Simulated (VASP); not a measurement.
# SrO (Fm-3m) in VASP: a series of runs

Aim: see how the results for SrO move with the level of theory and the settings. Levels: BLYP+D4, LDA. Tasks: single point.

Program: VASP 6.6.1. These are calculated values, not measurements. Logs are shortened: lines on timing, memory, paths and dates and some standing lists are left out, and cuts for length are marked.

## Step 1: The cell of the first run

Symmetry: Fm-3m, No. 225, cubic system. The conventional cell has a = 5.028 Å, b = 5.028 Å, c = 5.028 Å, α = 90.00°, β = 90.00°, γ = 90.00°. Within 3.3 Å of Sr (site symmetry m-3m) lie 6 O at 2.51 Å. Within 3.3 Å of O (site symmetry m-3m) lie 6 Sr at 2.51 Å.

## Step 2: Single point, BLYP+D4

INCAR

```
PREC     = Accurate       # precision mode
ENCUT    = 520            # plane-wave cutoff, eV
EDIFF    = 1E-6           # SCF threshold, eV
ISMEAR   = -1             # smearing method
SIGMA    = 0.05           # smearing width, eV
LREAL    = F              # projectors in reciprocal space
LASPH    = T              # aspherical terms in the spheres
NELM     = 80             # most SCF steps
ALGO     = Normal         # electronic algorithm
ISIF     = 2              # what is computed and relaxed
LWAVE    = F              # write WAVECAR
LCHARG   = F              # write CHGCAR
GGA      = B5             # functional
ALDAX    = 1.0          
AGGAX    = 1.0          
AGGAC    = 1.0          
ALDAC    = 0.0          
IVDW     = 13             # dispersion correction
VDW_S6   = 1.0          
VDW_S8   = 2.34076671   
VDW_A1   = 0.44488865   
VDW_A2   = 4.0933009    
NBANDS   = 15             # bands
```

KPOINTS

```
Automatic mesh
0
Gamma
  9 9 9
```

POSCAR

```
SrO
1.0
    0.0000000000      2.5139118308      2.5139118308
    2.5139118308      0.0000000000      2.5139118308
    2.5139118308      2.5139118308      0.0000000000
Sr O
1 1
Direct
    0.5000000000      0.5000000000      0.5000000000
    0.0000000000      0.0000000000      0.0000000000
```

Potentials or basis: VASP PAW PBE potentials, release 64 (Sr_sv, O).

On the command line:

```
$ cat potpaw_PBE.64/Sr_sv/POTCAR potpaw_PBE.64/O/POTCAR > POTCAR
$ mpirun -np 1 vasp_std > vasp.out
```

OUTCAR:

```text
PREC = Accurate
   ENCUT = 520
   EDIFF = 1E-6
   ISMEAR = -1
   LREAL = F
   LASPH = T
   NELM = 80
   ISIF = 2
   GGA = B5
   IVDW = 13

 ion  position               nearest neighbor table
   1  0.500  0.500  0.500-   2 2.51   2 2.51   2 2.51   2 2.51   2 2.51   2 2.51
   2  0.000  0.000  0.000-   1 2.51   1 2.51   1 2.51   1 2.51   1 2.51   1 2.51

  LATTYP: Found a face centered cubic cell.
 ALAT       =     5.0278236616

  Lattice vectors:

 A1 = (   0.0000000000,   2.5139118308,   2.5139118308)
 A2 = (   2.5139118308,   0.0000000000,   2.5139118308)
 A3 = (   2.5139118308,   2.5139118308,   0.0000000000)

Analysis of symmetry for initial positions (statically):
=====================================================================
 Subroutine PRICEL returns:
 Original cell was already a primitive cell.

 Routine SETGRP: Setting up the symmetry group for a
 face centered cubic supercell.

 Subroutine GETGRP returns: Found 48 space group operations
 (whereof 48 operations were pure point group operations)
 out of a pool of 48 trial point group operations.

The static configuration has the point symmetry O_h .

Analysis of symmetry for dynamics (positions and initial velocities):
=====================================================================
 Subroutine PRICEL returns:
 Original cell was already a primitive cell.

 Routine SETGRP: Setting up the symmetry group for a
 face centered cubic supercell.

 Subroutine GETGRP returns: Found 48 space group operations
 (whereof 48 operations were pure point group operations)
 out of a pool of 48 trial point group operations.

The dynamic configuration has the point symmetry O_h .

 Subroutine INISYM returns: Found 48 space group operations
 (whereof 48 operations are pure point group operations),
 and found     1 'primitive' translations

----------------------------------------------------------------------------------------

                                     Primitive cell

  volume of cell :      31.7746

  direct lattice vectors                    reciprocal lattice vectors
     0.000000000  2.513911831  2.513911831    -0.198893213  0.198893213  0.198893213
     2.513911831  0.000000000  2.513911831     0.198893213 -0.198893213  0.198893213
     2.513911831  2.513911831  0.000000000     0.198893213  0.198893213 -0.198893213

  length of vectors
     3.555208206  3.555208206  3.555208206     0.344493149  0.344493149  0.344493149

[... 89 lines left out ...]
   TEBEG  =    0.0;   TEEND  =   0.0 temperature during run
   PSTRESS=    0.0 pullay stress
   NELECT =      16.0000    total number of electrons
   NUPDOWN=      -1.0000    fix difference up-down
   EMIN   =  10.00;   EMAX   =-10.00  energy-range for DOS
   EFERMI =   0.00;   METHOD = LEGACY
   ISMEAR =    -1;   SIGMA  =   0.05  broadening in eV -4-tet -1-fermi 0-gaus
   EFERMI_NEDOS =   21; number of points for ismear=-14 and -15
   IALGO  =     38    algorithm
   IMIX   =      4    mixing-type and parameters
     AMIX     =   0.40;   BMIX     =  1.00
     AMIX_MAG =   1.60;   BMIX_MAG =  1.00
  volume/ion in A,a.u.               =      15.89       107.21
  Fermi-wavevector in a.u.,A,eV,Ry     =   1.302431  2.461238 23.079930  1.696327
  Thomas-Fermi vector in A             =   2.433500
   LORBIT       =      0    0 simple, 1 ext, 2 COOP (PROOUT), +10 PAW based schemes
   GGA     = B5    functional components
   LHFCALC =     F    Hartree Fock is set to
   AEXX    =    0.0000 exact exchange contribution
   IVDW    =    13    specifies the selected vdW correction
   LEPSILON=     F    determine dielectric tensor
   LRPA    =     F    only Hartree local field effects (RPA)
 non-spin polarized calculation
  energy-cutoff  :      520.00
  volume of cell :       31.77
 maximum number of plane-waves:       881
   NGX = 13   NGY = 13   NGZ = 13

 number of electron      15.9999998 magnetization

 Free energy of the ion-electron system (eV)
  ---------------------------------------------------
  ext. energy  EPLUGINS =         0.00000000
  ---------------------------------------------------
  free energy    TOTEN  =       -11.31400282 eV

  energy without entropy =      -11.31400282  energy(sigma->0) =      -11.31400282

 E-fermi :   3.4403     XC(G=0):  -9.8717

 val. band max:        2.3598051567   @ k =   0.0000   0.0000   0.0000
 cond. band min:       5.7690747158   @ k =   0.4444   0.4444   0.0000
 fundamental gap:      3.4092695590
 Fermi energy:         3.4402865993

 k-point     1 :       0.0000    0.0000    0.0000
  band No.  band energies     occupation
      1     -29.8384      2.00000
      2     -12.7176      2.00000
      3     -11.4337      2.00000
      4     -11.4337      2.00000
      5     -11.4337      2.00000
      6       2.3598      2.00000
      7       2.3598      2.00000
      8       2.3598      2.00000
      9       7.0985      0.00000
     10       8.7256      0.00000
     11       8.7256      0.00000
     12       8.7256      0.00000
     13      11.0430      0.00000
     14      11.0430      0.00000
[... 401 lines left out ...]
      2     -13.0531      2.00000
      3     -12.2105      2.00000
      4     -11.8659      2.00000
      5     -11.8659      2.00000
      6       1.9547      2.00000
      7       2.3167      2.00000
      8       2.3167      2.00000
      9       5.7691      0.00000
     10      10.6511      0.00000
     11      12.8726      0.00000
     12      13.6048      0.00000
     13      13.7235      0.00000
     14      13.7235      0.00000
     15      17.4295      0.00000

 [... further k-points ...]

------------------------ aborting loop because EDIFF is reached ----------------------------------------

  DFT-D4 for vdW energy calculation

  Edisp (eV):   -0.66957

  FORCE on cell =-STRESS in cart. coord.  units (eV):
  Direction    XX          YY          ZZ          XY          YZ          ZX
  --------------------------------------------------------------------------------------
  -------------------------------------------------------------------------------------
  Total       2.13711     2.13711     2.13711     0.00000    -0.00000     0.00000
  in kB     107.76015   107.76015   107.76015     0.00000    -0.00000     0.00000
  external pressure =      107.76 kB  Pullay stress =        0.00 kB

 VOLUME and BASIS-vectors are now :
 -----------------------------------------------------------------------------
  energy-cutoff  :      520.00
  volume of cell :       31.77
      direct lattice vectors                 reciprocal lattice vectors
     0.000000000  2.513911831  2.513911831    -0.198893213  0.198893213  0.198893213
     2.513911831  0.000000000  2.513911831     0.198893213 -0.198893213  0.198893213
     2.513911831  2.513911831  0.000000000     0.198893213  0.198893213 -0.198893213

 POSITION                                       TOTAL-FORCE (eV/Angst)
 -----------------------------------------------------------------------------------
      2.51391      2.51391      2.51391        -0.000000      0.000000      0.000000
      0.00000      0.00000      0.00000         0.000000     -0.000000     -0.000000
 -----------------------------------------------------------------------------------
    total drift:                                0.000000      0.000000      0.000000

  FREE ENERGIE OF THE ION-ELECTRON SYSTEM (eV)
  ---------------------------------------------------
  free  energy   TOTEN  =       -11.9835757400 eV

  energy  without entropy=      -11.9835757400  energy(sigma->0) =      -11.98357574
```

OSZICAR:

```text
N       E                     dE             d eps       ncg     rms          rms(c)
DAV:   1     0.626177327455E+02    0.62618E+02   -0.79335E+03  1050   0.101E+03
DAV:   2    -0.104959523602E+02   -0.73114E+02   -0.66487E+02  1431   0.218E+02
DAV:   3    -0.139242051421E+02   -0.34283E+01   -0.34087E+01  1489   0.404E+01
DAV:   4    -0.139917111751E+02   -0.67506E-01   -0.67483E-01  1306   0.437E+00
DAV:   5    -0.139920814914E+02   -0.37032E-03   -0.37032E-03  1300   0.286E-01    0.184E+01
DAV:   6    -0.114668076531E+02    0.25253E+01   -0.78467E+00  1106   0.218E+01    0.226E+01
DAV:   7    -0.113375757935E+02    0.12923E+00   -0.27479E-01  1295   0.472E+00    0.131E+01
DAV:   8    -0.113120055899E+02    0.25570E-01   -0.12421E-01  1330   0.327E+00    0.963E-01
DAV:   9    -0.113136747230E+02   -0.16691E-02   -0.65729E-03  1401   0.457E-01    0.219E-01
DAV:  10    -0.113138569438E+02   -0.18222E-03   -0.24746E-04  1148   0.160E-01    0.127E-01
DAV:  11    -0.113139954832E+02   -0.13854E-03   -0.13994E-04  1106   0.959E-02    0.270E-02
DAV:  12    -0.113140036801E+02   -0.81969E-05   -0.14945E-05  1268   0.314E-02    0.210E-02
DAV:  13    -0.113140028155E+02    0.86458E-06   -0.29314E-06  1211   0.138E-02
   1 F= -.11983576E+02 E0= -.11983576E+02  d E =-.250626E-10
```

stdout:

```text
POSCAR found type information on POSCAR SrO
 POSCAR found :  2 types and       2 ions
 scaLAPACK will be used
 -----------------------------------------------------------------------------
|                                                                             |
|                                                                             |
|     You enforced a specific xc type in the INCAR file but a different       |
|     I HOPE YOU KNOW WHAT YOU ARE DOING!                                     |
|                                                                             |
 -----------------------------------------------------------------------------

 LDA part: xc-table for (Slater(with rela. corr.)+VWN5), standard interpolation
 POSCAR, INCAR and KPOINTS ok, starting setup
 FFT: planning ... GRIDC
 FFT: planning ... GRID_SOFT
 FFT: planning ... GRID
 WAVECAR not read
 entering main loop
```

Run time: 34 s. Hardware: 1 thread of AMD EPYC 7R43 (Zen 3), shared host; peak memory 0.13 GiB.

Results:

| Property | Result |
| --- | --- |
| Free energy | -11.9836 eV |
| Pressure | 10.8 GPa |
| Band gap on the k mesh | 3.41 eV, indirect (least direct gap 3.45 eV) |
| Dispersion energy per atom | -0.335 eV |

Levels at points of the mesh, in eV from the valence-band top:
| k point | band 6 | band 7 | band 8 | band 9 | band 10 | band 11 |
| --- | --- | --- | --- | --- | --- | --- |
| (0.00, 0.00, 0.00) | 0.00 | 0.00 | 0.00 | 4.74 | 6.37 | 6.37 |

Caveat: the PAW data sets were made with another functional, which shifts forces and pressure a little.

## Step 3: Single point, LDA

INCAR

```
SYSTEM = SrO
PREC     = Accurate       ! precision mode
ENCUT    = 520            ! plane-wave cutoff, eV
EDIFF    = 1E-6           ! SCF threshold, eV
ISMEAR   = -1             ! smearing method
SIGMA    = 0.05           ! smearing width, eV
LREAL    = .FALSE.        ! projectors in reciprocal space
LASPH    = .TRUE.         ! aspherical terms in the spheres
NELM     = 100            ! most SCF steps
ALGO     = Normal         ! electronic algorithm
ISIF     = 2              ! what is computed and relaxed
LWAVE    = .FALSE.        ! write WAVECAR
LCHARG   = .TRUE.         ! write CHGCAR
GGA      = CA             ! functional
LELF     = .TRUE.         ! ELF
LVHAR    = .TRUE.       
NBANDS   = 15             ! bands
```

KPOINTS

```
Automatic mesh
0
G
  9 9 9
  0 0 0
```

POSCAR is that of step 2.

Potentials or basis: VASP PAW LDA potentials, release 64 (Sr_sv, O).

On the command line:

```
$ cat potpaw_LDA.64/Sr_sv/POTCAR potpaw_LDA.64/O/POTCAR > POTCAR
$ mpirun -np 1 vasp_std > vasp.out
```

It took 22 s on 1 thread of AMD EPYC 7R43 (Zen 3), shared host; peak memory 0.12 GiB.

The run converged. Its results:

```yaml
Free_energy: -13.3773 eV
Pressure: 3.3 GPa
Band_gap_on_the_k_mesh: 3.10 eV, indirect (least direct gap 3.14 eV)
```

Levels at points of the mesh, in eV from the valence-band top:
```csv
k point,band 4,band 5,band 6,band 7,band 8,band 9,band 10,band 11,band 12,band 13
"(0.00, 0.00, 0.00)",-13.51,-13.51,0.00,0.00,0.00,4.30,6.24,6.24,6.24,8.62
```

A k mesh can miss the band edges.
